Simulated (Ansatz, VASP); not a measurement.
SiO2: VASP beside Ansatz

File INCAR:

```
SYSTEM = SiO2
PREC     = Accurate       ! precision mode
ENCUT    = 520            ! plane-wave cutoff, eV
EDIFF    = 1E-6           ! SCF threshold, eV
ISMEAR   = 0              ! smearing method
SIGMA    = 0.05           ! smearing width, eV
LREAL    = Auto         
LASPH    = .TRUE.         ! aspherical terms in the spheres
NELM     = 100            ! most SCF steps
ALGO     = Normal         ! electronic algorithm
ISIF     = 2              ! what is computed and relaxed
LWAVE    = .FALSE.        ! write WAVECAR
LCHARG   = .TRUE.         ! write CHGCAR
GGA      = PS             ! functional
LELF     = .TRUE.         ! ELF
LVHAR    = .TRUE.       
NBANDS   = 63             ! bands
```

The input KPOINTS:

```
Automatic mesh
0
G
  4 4 4
  0 0 0
```

Contents of POSCAR:

```
SiO2
1.0
    3.9065999555     -8.1284566593      0.0000000000
    3.9065999555      8.1284566593      0.0000000000
    0.0000000000      0.0000000000      5.2514179063
Si O
6 12
Direct
    0.0102808395      0.4026121463      0.2500000000
    0.4026121463      0.0102808395      0.7500000000
    0.5973878537      0.9897191605      0.2500000000
    0.9897191605      0.5973878537      0.7500000000
    0.4430221731      0.5569778269      0.2500000000
    0.5569778269      0.4430221731      0.7500000000
    0.0000000000      0.5000000000      0.5000000000
    0.5000000000      0.0000000000      0.5000000000
    0.5000000000      0.0000000000      0.0000000000
    0.0000000000      0.5000000000      0.0000000000
    0.2099831976      0.4362740928      0.2500000000
    0.4362740928      0.2099831976      0.7500000000
    0.5637259072      0.7900168024      0.2500000000
    0.7900168024      0.5637259072      0.7500000000
    0.8307346196      0.1692653804      0.2500000000
    0.1692653804      0.8307346196      0.7500000000
    0.5000000000      0.5000000000      0.0000000000
    0.5000000000      0.5000000000      0.5000000000
```

Input for Ansatz:

```yaml
crystal:
  lattice:
    - [3.9065999555, -8.1284566593, 0.0]
    - [3.9065999555, 8.1284566593, 0.0]
    - [0.0, 0.0, 5.2514179063]
  atoms:
    - { symbol: Si, position: [0.0102808395, 0.4026121463, 0.25] }
    - { symbol: Si, position: [0.4026121463, 0.0102808395, 0.75] }
    - { symbol: Si, position: [0.5973878537, 0.9897191605, 0.25] }
    - { symbol: Si, position: [0.9897191605, 0.5973878537, 0.75] }
    - { symbol: Si, position: [0.4430221731, 0.5569778269, 0.25] }
    - { symbol: Si, position: [0.5569778269, 0.4430221731, 0.75] }
    - { symbol: O, position: [0.0, 0.5, 0.5] }
    - { symbol: O, position: [0.5, 0.0, 0.5] }
    - { symbol: O, position: [0.5, 0.0, 0.0] }
    - { symbol: O, position: [0.0, 0.5, 0.0] }
    - { symbol: O, position: [0.2099831976, 0.4362740928, 0.25] }
    - { symbol: O, position: [0.4362740928, 0.2099831976, 0.75] }
    - { symbol: O, position: [0.5637259072, 0.7900168024, 0.25] }
    - { symbol: O, position: [0.7900168024, 0.5637259072, 0.75] }
    - { symbol: O, position: [0.8307346196, 0.1692653804, 0.25] }
    - { symbol: O, position: [0.1692653804, 0.8307346196, 0.75] }
    - { symbol: O, position: [0.5, 0.5, 0.0] }
    - { symbol: O, position: [0.5, 0.5, 0.5] }
basis:
  ecutwfc: 420
kpoints:
  mp_grid: { grid: [4, 4, 4] }
hamiltonian:
  xc: pbesol
scf:
  occupations: { method: gaussian, width: 0.05 }
output:
  forces: true
  stress: true
  eigenvalues: true
```

Change from the starting cell: strain +0.0375 x Voigt [1, 0, 0, 0, 0, 0], atoms carried along.

Alike in both runs: task single point; functional PBEsol; k mesh 4 × 4 × 4; occupations gaussian, width 0.05 eV; no spin polarisation.

|  | VASP | Ansatz |
| --- | --- | --- |
| version | VASP 6.6.1 | Ansatz 0.2.0 |
| potentials or method | VASP PAW PBE potentials, release 64 (Si, O), cutoff 520 eV | scalar-relativistic, plane waves, PAW |
| valence electrons in the cell | 96 | 96 |

|  | VASP | Ansatz | Ansatz less VASP |
| --- | --- | --- | --- |
| gap on the k mesh at the Fermi level (eV) | 5.32 | 5.31 | -0.003 |
| least direct gap on the mesh (eV) | 5.32 | 5.31 | -0.003 |
| pressure (GPa) | -4.3 | -4.6 | -0.32 |
| traceless stress, the component that is largest in VASP (GPa) | -5.59 | -5.56 | +0.031 |
| rms of the force components (eV/Å) | 0.447 | 0.439 | -0.0074 |

VASP's potentials were made for PBE, not for PBEsol. Atom by atom the forces differ by 0.011 eV/Å (rms over components). The functional is the same, so the differences come from potentials, cutoffs and numerics.
